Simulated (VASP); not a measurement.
# Yb (Im-3m) in VASP: further runs, part 2 of 2

VASP 6.6.1. Earlier steps stand in the parts before.

**3. Single point, PBE**

This run uses another cell than the first one, of 34.62 Å³/atom.

File POSCAR:

```
Yb
1.0
   -2.0532432949      2.0532432949      2.0532432949
    2.0532432949     -2.0532432949      2.0532432949
    2.0532432949      2.0532432949     -2.0532432949
Yb
1
Direct
    0.0000000000      0.0000000000      0.0000000000
```

File INCAR.step1:

```
ALGO = Normal
EDIFF = 1E-7
ENCUT = 520
GGA = PE
ISIF = 2
ISMEAR = -1
LASPH = T
LCHARG = T
LMAXMIX = 6
LREAL = F
LWAVE = F
NBANDS = 18
NELM = 80
PREC = Accurate
SIGMA = 0.08
```

File KPOINTS.step1:

```
k-points
0
Gamma
  14 14 14
```

File INCAR.step2:

```
ALGO = Normal
EDIFF = 1E-7
ENCUT = 520
GGA = PE
ICHARG = 11
ISIF = 2
ISMEAR = -5
LASPH = T
LCHARG = F
LMAXMIX = 6
LORBIT = 11
LREAL = F
LWAVE = F
NEDOS = 2001
NELM = 80
PREC = Accurate
SIGMA = 0.08
```

File KPOINTS.step2:

```
k-points
0
Gamma
  21 21 21
```

Potentials or basis: VASP PAW PBE potentials, release 64 (Yb).

Started as:

```
cat potpaw_PBE.64/Yb/POTCAR > POTCAR
cp INCAR.step1 INCAR
cp KPOINTS.step1 KPOINTS
mpirun -np 1 vasp_std > vasp.out
cp INCAR.step2 INCAR
cp KPOINTS.step2 KPOINTS
mpirun -np 1 vasp_std > vasp.out
```

OUTCAR:

```text
EDIFF = 1E-7
   ENCUT = 520
   GGA = PE
   ICHARG = 11
   ISIF = 2
   ISMEAR = -5
   LASPH = T
   LORBIT = 11
   LREAL = F
   NELM = 80
   PREC = Accurate

 ion  position               nearest neighbor table
   1  0.000  0.000  0.000-

  LATTYP: Found a body centered cubic cell.
 ALAT       =     4.1064865898

  Lattice vectors:

 A1 = (  -2.0532432949,   2.0532432949,   2.0532432949)
 A2 = (   2.0532432949,  -2.0532432949,   2.0532432949)
 A3 = (   2.0532432949,   2.0532432949,  -2.0532432949)

Analysis of symmetry for initial positions (statically):
=====================================================================
 Subroutine PRICEL returns:
 Original cell was already a primitive cell.

 Routine SETGRP: Setting up the symmetry group for a
 body centered cubic supercell.

 Subroutine GETGRP returns: Found 48 space group operations
 (whereof 48 operations were pure point group operations)
 out of a pool of 48 trial point group operations.

The static configuration has the point symmetry O_h .

Analysis of symmetry for dynamics (positions and initial velocities):
=====================================================================
 Subroutine PRICEL returns:
 Original cell was already a primitive cell.

 Routine SETGRP: Setting up the symmetry group for a
 body centered cubic supercell.

 Subroutine GETGRP returns: Found 48 space group operations
 (whereof 48 operations were pure point group operations)
 out of a pool of 48 trial point group operations.

The dynamic configuration has the point symmetry O_h .

 Subroutine INISYM returns: Found 48 space group operations
 (whereof 48 operations are pure point group operations),
 and found     1 'primitive' translations

----------------------------------------------------------------------------------------

                                     Primitive cell

  volume of cell :      34.6243

  direct lattice vectors                    reciprocal lattice vectors
    -2.053243295  2.053243295  2.053243295     0.000000000  0.243517172  0.243517172
     2.053243295 -2.053243295  2.053243295     0.243517172  0.000000000  0.243517172
     2.053243295  2.053243295 -2.053243295     0.243517172  0.243517172  0.000000000

  length of vectors
     3.556321707  3.556321707  3.556321707     0.344385287  0.344385287  0.344385287

  position of ions in fractional coordinates (direct lattice)
     0.000000000  0.000000000  0.000000000

  ion indices of the primitive-cell ions
   primitive index   ion index
                 1           1

----------------------------------------------------------------------------------------

 KPOINTS: k-points

Automatic generation of k-mesh.
 Grid dimensions read from file:
 generate k-points for:   21   21   21

 Generating k-lattice:

  Cartesian coordinates                     Fractional coordinates (reciprocal lattice)
     0.000000000  0.011596056  0.011596056     0.047619048  0.000000000  0.000000000
     0.011596056  0.000000000  0.011596056     0.000000000  0.047619048  0.000000000
     0.011596056  0.011596056  0.000000000     0.000000000  0.000000000  0.047619048

  Length of vectors
     0.016399299  0.016399299  0.016399299

  Shift w.r.t. Gamma in fractional coordinates (k-lattice)
     0.000000000  0.000000000  0.000000000

 TETIRR: Found  10986 inequivalent tetrahedra from    55566

 Subroutine IBZKPT returns following result:
 ===========================================

 Found    286 irreducible k-points:

 Following reciprocal coordinates:
            Coordinates               Weight
  0.000000  0.000000  0.000000      1.000000
  0.047619  0.000000  0.000000     12.000000
  0.095238  0.000000  0.000000     12.000000
  0.142857  0.000000  0.000000     12.000000
  0.190476  0.000000  0.000000     12.000000
  0.238095  0.000000  0.000000     12.000000
[... 16 lines left out ...]
  0.142857  0.095238  0.000000     48.000000
  0.190476  0.095238  0.000000     48.000000
 [... further k-points ...]
   k-points           NKPTS =    286   k-points in BZ     NKDIM =    286   number of bands    NBANDS=     16
   number of dos      NEDOS =   2001   number of ions     NIONS =      1
   total plane-waves  NPLWV =  21952
   dimension x,y,z NGX =    28 NGY =   28 NGZ =   28
   dimension x,y,z NGXF=    56 NGYF=   56 NGZF=   56
   ions per type =               1
   NGX,Y,Z   is equivalent  to a cutoff of  13.09, 13.09, 13.09 a.u.
   NGXF,Y,Z  is equivalent  to a cutoff of  26.18, 26.18, 26.18 a.u.
 SYSTEM =  unknown system
   PREC   = accura    normal or accurate (medium, high low for compatibility)
   ISTART =      0    job   : 0-new  1-cont  2-samecut
   ICHARG =     11    charge: 1-file 2-atom 10-const
   ISPIN  =      1    spin polarized calculation?
   LNONCOLLINEAR =      F non collinear calculations
   LSORBIT =      F    spin-orbit coupling
   LASPH  =      T    aspherical Exc in radial PAW
   ENCUT  =  520.0 eV  38.22 Ry    6.18 a.u.   6.61  6.61  6.61*2*pi/ulx,y,z
   NELM   =     80;   NELMIN=  2; NELMDL=  0     # of ELM steps
   EDIFF  = 0.1E-06   stopping-criterion for ELM
   LREAL  =      F    real-space projection
   EDIFFG = 0.1E-05   stopping-criterion for IOM
   NSW    =      0    number of steps for IOM
   IBRION =     -1    ionic relax: 0-MD 1-quasi-New 2-CG
   NFREE  =      0    steps in history (QN), initial steepest desc. (CG)
   ISIF   =      2    stress and relaxation
   ISYM   =      2    0-nonsym 1-usesym 2-fastsym
   POTIM  = 0.5000    time-step for ionic-motion
   TEBEG  =    0.0;   TEEND  =   0.0 temperature during run
   PSTRESS=    0.0 pullay stress
   NELECT =      24.0000    total number of electrons
   NUPDOWN=      -1.0000    fix difference up-down
   EMIN   =  10.00;   EMAX   =-10.00  energy-range for DOS
   EFERMI =   0.00;   METHOD = LEGACY
   ISMEAR =    -5;   SIGMA  =   0.08  broadening in eV -4-tet -1-fermi 0-gaus
   EFERMI_NEDOS =   21; number of points for ismear=-14 and -15
   IALGO  =     38    algorithm
   IMIX   =      4    mixing-type and parameters
     AMIX     =   0.40;   BMIX     =  1.00
     AMIX_MAG =   1.60;   BMIX_MAG =  1.00
  volume/ion in A,a.u.               =      34.62       233.66
  Fermi-wavevector in a.u.,A,eV,Ry     =   1.448832  2.737896 28.560200  2.099116
  Thomas-Fermi vector in A             =   2.566628
   LORBIT       =     11    0 simple, 1 ext, 2 COOP (PROOUT), +10 PAW based schemes
   GGA     = PE    functional components
   LHFCALC =     F    Hartree Fock is set to
   AEXX    =    0.0000 exact exchange contribution
   IVDW    =     0    specifies the selected vdW correction
   LEPSILON=     F    determine dielectric tensor
   LRPA    =     F    only Hartree local field effects (RPA)
 non-spin polarized calculation
 Fermi weights with tetrahedron method with Bloechl corrections
  energy-cutoff  :      520.00
  volume of cell :       34.62
 maximum number of plane-waves:       959

 number of electron      23.9999997 magnetization

 Free energy of the ion-electron system (eV)
  ---------------------------------------------------
  ext. energy  EPLUGINS =         0.00000000
  ---------------------------------------------------
  free energy    TOTEN  =        -3.58053741 eV

  energy without entropy =       -3.58053741  energy(sigma->0) =       -3.58053741

 E-fermi :   1.6051     XC(G=0):  -9.6095

 val. band max:        1.6442039482   @ k =  -0.4286  -0.4286   0.1905
 cond. band min:       1.6072045581   @ k =  -0.4286  -0.4762   0.2857
 fundamental gap:     -0.0369993901
 Fermi energy:         1.6050657644

 k-point     1 :       0.0000    0.0000    0.0000
  band No.  band energies     occupation
      1     -50.0554      2.00000
      2     -22.2048      2.00000
      3     -22.2048      2.00000
      4     -22.2048      2.00000
      5      -3.5385      2.00000
      6       1.1718      2.00000
[... 8 lines left out ...]
     15       4.6285      0.00000
     16       6.5871      0.00000
[... 419 lines left out ...]
 k-point    24 :       0.1905    0.0952    0.0000
  band No.  band energies     occupation
      1     -50.0445      2.00000
      2     -22.3998      2.00000
      3     -22.2638      2.00000
      4     -22.2169      2.00000
      5      -2.0448      2.00000
      6       1.1745      2.00000
[... 8 lines left out ...]
     15       6.0014      0.00000
     16       6.2440      0.00000

 [... further k-points ...]

------------------------ aborting loop because EDIFF is reached ----------------------------------------

  FORCE on cell =-STRESS in cart. coord.  units (eV):
  Direction    XX          YY          ZZ          XY          YZ          ZX
  --------------------------------------------------------------------------------------
  -------------------------------------------------------------------------------------
  Total      -12.6661905    -12.6661905    -12.6661905     -0.0000000     -0.0000000      0.0000000
  in kB     -586.1049208   -586.1049208   -586.1049208     -0.0000000     -0.0000000      0.0000000
  external PRESSURE =    -586.1049208 kB  Pullay stress =       0.0000000 kB

 VOLUME and BASIS-vectors are now :
 -----------------------------------------------------------------------------
  energy-cutoff  :      520.00
  volume of cell :       34.62
      direct lattice vectors                 reciprocal lattice vectors
    -2.053243295  2.053243295  2.053243295     0.000000000  0.243517172  0.243517172
     2.053243295 -2.053243295  2.053243295     0.243517172  0.000000000  0.243517172
     2.053243295  2.053243295 -2.053243295     0.243517172  0.243517172  0.000000000

 POSITION                                       TOTAL-FORCE (eV/Angst)
 -----------------------------------------------------------------------------------
      0.00000      0.00000      0.00000         0.000000      0.000000      0.000000
 -----------------------------------------------------------------------------------
    total drift:                                0.000000     -0.000000     -0.000000

  FREE ENERGIE OF THE ION-ELECTRON SYSTEM (eV)
  ---------------------------------------------------
  free  energy   TOTEN  =        -3.5805374054 eV

  energy  without entropy=       -3.5805374054  energy(sigma->0) =       -3.58053741

 total charge

# of ion       s       p       d       f       tot
--------------------------------------------------
    1        2.225   5.982   0.285  13.640  22.132
```

It took 7.3 min on 1 thread of AMD EPYC 7R13, shared host; peak memory 0.31 GiB.

What came out:

```
Valence electrons inside the program's atomic spheres : Yb 22.13
```

Levels at points of the mesh, in eV from the Fermi level:
```tsv
k point	band 8	band 9	band 10	band 11	band 12	band 13	band 14	band 15	band 16
(0.00, 0.00, 0.00)	-0.43	-0.30	-0.30	-0.30	-0.27	3.02	3.02	3.02	4.98
```

Caveat: spin-orbit coupling is left out, which moves the levels of the heavy elements.
